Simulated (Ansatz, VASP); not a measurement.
**PbO3: VASP beside Ansatz**

```
CELL_PARAMETERS angstrom
-1.60608 1.60608 4.59289
1.60608 -1.60608 4.59289
1.60608 1.60608 -4.59289
ATOMIC_POSITIONS crystal
Pb 0.00000 0.00000 0.00000
O 0.50000 0.50000 0.00000
O 0.25000 0.75000 0.50000
O 0.75000 0.25000 0.50000
```

Alike in both runs: functional PBE; k mesh 6 × 6 × 6; occupations gaussian, width 0.1 eV; no spin polarisation.

Ansatz relaxed the structure, and its values are those at the end. VASP's run is a single point on that final structure, the one shown.

|  | VASP | Ansatz |
| --- | --- | --- |
| version | VASP 6.6.1 | Ansatz 0.2.0 |
| potentials or method | VASP PAW PBE potentials, release 64 (Pb_d, O), cutoff 520 eV | scalar-relativistic, plane waves, PAW |
| valence electrons in the cell | 32 | 32 |

|  | VASP | Ansatz | Ansatz less VASP |
| --- | --- | --- | --- |
| gap on the k mesh at the Fermi level (eV) | none | none | - |
| pressure (GPa) | 0.1 | 0.0 | -0.02 |

A gap of «none» marks a metal or a gap that the smearing closes. The functional is the same, so the differences come from potentials, cutoffs and numerics.

The k mesh is coarse, so the values compare programs but aren't converged. Spin-orbit coupling is off throughout.
